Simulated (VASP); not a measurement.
# V (Im-3m) in VASP: a series of runs, part 2 of 2

VASP 6.6.1.

**4. Vibrations by perturbation theory, PBEsol, collinear spin, ferromagnetic start**

The input, INCAR:

```
ALGO = Normal
EDIFF = 1E-8
ENCUT = 520
GGA = PS
IBRION = 8
ISIF = 2
ISMEAR = -1
ISPIN = 2
LASPH = True
LCHARG = False
LMAXMIX = 4
LORBIT = 11
LREAL = False
LWAVE = False
MAGMOM = 2
NBANDS = 16
NELM = 150
NSW = 1
PREC = Accurate
SIGMA = 0.05
```

The input, KPOINTS:

```
k-points
0
Gamma
  10 10 10
```

The input, POSCAR:

```
V
1.0
   -1.5143500000      1.5143500000      1.5143500000
    1.5143500000     -1.5143500000      1.5143500000
    1.5143500000      1.5143500000     -1.5143500000
V
1
Direct
    0.0000000000      0.0000000000      0.0000000000
```

Potentials or basis: VASP PAW PBE potentials, release 64 (V_sv).

On the command line:

```console
> cat potpaw_PBE.64/V_sv/POTCAR > POTCAR
> mpirun -np 1 vasp_std > vasp.out
```

OUTCAR:

```text
EDIFF = 1E-8
   ENCUT = 520
   GGA = PS
   IBRION = 8
   ISIF = 2
   ISMEAR = -1
   ISPIN = 2
   LASPH = True
   LORBIT = 11
   LREAL = False
   NELM = 150
   NSW = 1
   PREC = Accurate

 ion  position               nearest neighbor table
   1  0.000  0.000  0.000-

  LATTYP: Found a body centered cubic cell.
 ALAT       =     3.0287000000

  Lattice vectors:

 A1 = (  -1.5143500000,   1.5143500000,   1.5143500000)
 A2 = (   1.5143500000,  -1.5143500000,   1.5143500000)
[... 1178 lines left out ...]
  1X    -0.040577    0.000000    0.000000
  1Y     0.000000   -0.040577    0.000000
  1Z     0.000000    0.000000   -0.040577

 Eigenvectors and eigenvalues of the dynamical matrix
 ----------------------------------------------------

   1 f  =    0.441224 THz     2.772293 2PiTHz   14.717651 cm-1     1.824755 meV
             X         Y         Z           dx          dy          dz
      0.000000  0.000000  0.000000     1.000000    0.000000    0.000000

   2 f  =    0.441224 THz     2.772293 2PiTHz   14.717651 cm-1     1.824755 meV
             X         Y         Z           dx          dy          dz
      0.000000  0.000000  0.000000     0.000000    1.000000    0.000000

   3 f  =    0.441224 THz     2.772293 2PiTHz   14.717651 cm-1     1.824755 meV
             X         Y         Z           dx          dy          dz
      0.000000  0.000000  0.000000     0.000000    0.000000    1.000000

--------------------------------------------------------------------------------------------------------

 ELASTIC MODULI CONTR FROM IONIC RELAXATION (kBar)
 Direction    XX          YY          ZZ          XY          YZ          ZX
 --------------------------------------------------------------------------------
 XX           0.0000      0.0000      0.0000      0.0000      0.0000      0.0000
 YY           0.0000      0.0000      0.0000      0.0000      0.0000      0.0000
 ZZ           0.0000      0.0000      0.0000      0.0000      0.0000      0.0000
 XY           0.0000      0.0000      0.0000      0.0000      0.0000      0.0000
 YZ           0.0000      0.0000      0.0000      0.0000      0.0000      0.0000
 ZX           0.0000      0.0000      0.0000      0.0000      0.0000      0.0000
 --------------------------------------------------------------------------------

 total charge

# of ion       s       p       d       tot
------------------------------------------
    1        2.335   6.221   3.042  11.597

 magnetization (x)

# of ion       s       p       d       tot
------------------------------------------
    1        0.000  -0.000  -0.000  -0.000
```

stdout:

```text
POSCAR found type information on POSCAR V
 POSCAR found :  1 types and       1 ions
 scaLAPACK will be used
 -----------------------------------------------------------------------------
|                                                                             |
|                                                                             |
|     You enforced a specific xc type in the INCAR file but a different       |
|     I HOPE YOU KNOW WHAT YOU ARE DOING!                                     |
|                                                                             |
 -----------------------------------------------------------------------------

 LDA part: xc-table for (Slater+PW92), standard interpolation
 POSCAR, INCAR and KPOINTS ok, starting setup
 FFT: planning ... GRIDC
 FFT: planning ... GRID_SOFT
 FFT: planning ... GRID
 WAVECAR not read
 entering main loop
 Linear response reoptimize wavefunctions to high precision
 Linear response DOF=           1
 Linear response progress:
 first order change of Fermi-energy  -0.28558E-03
 force on displaced ion       1 direction 1 :  -0.041   0.000   0.000
 Linear response finished
```

Wall time 66 s (1 thread of Intel Xeon Platinum 8488C (Sapphire Rapids), shared host); peak memory 0.2 GiB.

Results:

```yaml
Net_moment: 0.00 μB per cell
Valence_electrons_inside_the_program's_atomic_spheres: V 11.60
```

Caveat: the PAW data sets were made with another functional, which shifts forces and pressure a little.

**5. Elastic constants, PBEsol, collinear spin, ferromagnetic start**

The input, INCAR:

```
ALGO = Normal
EDIFF = 1E-8
ENCUT = 600
GGA = PS
IBRION = 6
ISIF = 3
ISMEAR = -1
ISPIN = 2
LASPH = T
LCHARG = F
LMAXMIX = 4
LORBIT = 11
LREAL = F
LWAVE = F
MAGMOM = 2
NBANDS = 16
NELM = 150
NFREE = 2
NSW = 1
POTIM = 0.015
PREC = Accurate
SIGMA = 0.05
```

KPOINTS is that of step 4.

POSCAR is that of step 4.

On the command line:

```console
> cat potpaw_PBE.64/V_sv/POTCAR > POTCAR
> mpirun -np 1 vasp_std > vasp.out
```

It took 7.8 min on 1 thread of Intel Xeon Platinum 8488C (Sapphire Rapids), shared host; peak memory 0.34 GiB.

It converged, with:

* Net moment: 0.00 μB per cell
* Valence electrons inside the program's atomic spheres: V 11.60
* Elastic constants C11, C12, C44: 258, 120, 25 GPa
* Voigt bulk modulus: 166 GPa

Elastic tensor in Voigt notation (GPa, in the Cartesian axes of the cell as first typed):
```
258 120 120   0   0   0
120 258 120   0   0   0
120 120 258   0   0   0
  0   0   0  25   0   0
  0   0   0   0  25   0
  0   0   0   0   0  25
```

Clamped-ion elastic tensor (GPa):
```
258 120 120   0   0   0
120 258 120   0   0   0
120 120 258   0   0   0
  0   0   0  25   0   0
  0   0   0   0  25   0
  0   0   0   0   0  25
```

Caveat: the cell is under stress, which shifts elastic constants; the PAW data sets were made with another functional, which shifts forces and pressure a little.

**6. Single point, PBE+U, non-collinear spin, typed start**

This run uses another cell than the first one: it holds 2 atoms, not 1.

The input, INCAR:

```
SYSTEM = V
PREC = Accurate ; ENCUT = 520
EDIFF = 1E-6 ; ISMEAR = -1
SIGMA = 0.05 ; LREAL = .False.
LASPH = .True. ; NELM = 150
ALGO = Fast ; ISIF = 2
LWAVE = .False. ; LCHARG = .False.
LNONCOLLINEAR = .True. ; MAGMOM = 0 0 2 0 0 -2
LORBIT = 11 ; LMAXMIX = 4
LDAU = .True. ; LDAUTYPE = 2
LDAUL = 2 ; LDAUU = 6
LDAUJ = 0 ; LDAUPRINT = 1
GGA = PE ; NBANDS = 38
```

The input, KPOINTS:

```
Automatic mesh
0
Gamma
  9 5 9
  0 0 0
```

The input, POSCAR:

```
V
1.0
    0.0000000000      0.0000000000      3.0287000000
    3.0287000000     -3.0287000000      0.0000000000
    1.5143500000      1.5143500000     -1.5143500000
V
2
Direct
    0.0000000000      0.0000000000      0.0000000000
    0.5000000000      0.5000000000      0.0000000000
```

Potentials or basis: VASP PAW PBE potentials, release 64 (V_sv).

On the command line:

```console
> cat potpaw_PBE.64/V_sv/POTCAR > POTCAR
> mpirun -np 1 vasp_ncl > vasp.out
```

Wall time 18 min (1 thread of Intel Xeon Platinum 8124M at 3.00GHz (Skylake/Cascade Lake), shared host); peak memory 0.28 GiB.

The run converged. Its results:

```
Free energy                                           : -7.6229 eV
Pressure                                              : 43.6 GPa
Band gap on the k mesh                                : zero (band 26 reaches 11.66 eV, above the bottom of band 27 at 9.79 eV)
Net moment                                            : 0.00 μB per cell
Valence electrons inside the program's atomic spheres : V 11.64
```

Stress tensor (GPa, compression positive):
```
42.78  5.78  0.00
 5.78 42.78  0.00
 0.00  0.00 45.19
```

Levels at points of the mesh, in eV from the Fermi level:
```
           k point  band 22  band 23  band 24  band 25  band 26  band 27  band 28  band 29  band 30  band 31
(0.00, 0.00, 0.00)    -3.39    -1.90    -1.90     0.43     0.43     0.47     0.47     2.26     2.26     2.76
```

Moments on the atoms (μB; x, y, z):
```
V    0.00  0.00  2.50
V    0.00  0.00 -2.50
```

Caveat: the U is typed as a test and isn't derived for this compound. The state reached can hang on the start; a lower one may exist.

**7. The runs side by side**

| task | level | potentials or basis | spin | U | cell | k mesh | cutoff (eV) | smearing | ions in elastic constants | gap on the mesh (eV) | pressure (GPa) | moment (μB) |
| --- | --- | --- | --- | --- | --- | --- | --- | --- | --- | --- | --- | --- |
| single point | RPBE+D4+U | VASP PAW PBE potentials, release 64 (V_sv) | collinear, ferromagnetic start | V d U = 6.2 eV | a = 2.623 Å, angles 109.5°, 1 atom | 12 × 12 × 12 | 520 | gaussian 0.05 eV | - | none | 52.2 | 2.30 |
| vibrations by perturbation theory | LDA | VASP PAW LDA potentials, release 64 (V_sv) | collinear, ferromagnetic start | - | a = 2.623 Å, angles 109.5°, 1 atom | 10 × 10 × 10 | 520 | fermi-dirac 0.1 eV | - | - | - | 0.00 |
| vibrations by perturbation theory | PBEsol | VASP PAW PBE potentials, release 64 (V_sv) | collinear, ferromagnetic start | - | a = 2.623 Å, angles 109.5°, 1 atom | 10 × 10 × 10 | 520 | fermi-dirac 0.05 eV | - | - | - | 0.00 |
| elastic constants | PBEsol | VASP PAW PBE potentials, release 64 (V_sv) | collinear, ferromagnetic start | - | a = 2.623 Å, angles 109.5°, 1 atom | 10 × 10 × 10 | 600 | fermi-dirac 0.05 eV | relaxed | - | - | 0.00 |
| single point | PBE+U | VASP PAW PBE potentials, release 64 (V_sv) | non-collinear, typed start | V d U = 6.0 eV | a = 3.029, b = 4.283, c = 2.623 Å, angles 90.0, 125.3, 90.0°, 2 atoms | 9 × 5 × 9 | 520 | fermi-dirac 0.05 eV | - | none | 43.6 | 0.00 |

Caveats: the PAW data sets were made with another functional, which shifts forces and pressure a little (some runs); the U is typed as a test and isn't derived for this compound (some runs); pairwise dispersion overbinds metals, which lowers pressure and volume (some runs); the cell is under stress, which shifts elastic constants (some runs).

Total energies depend on the potentials used, so only differences within one code and one set of settings carry meaning.
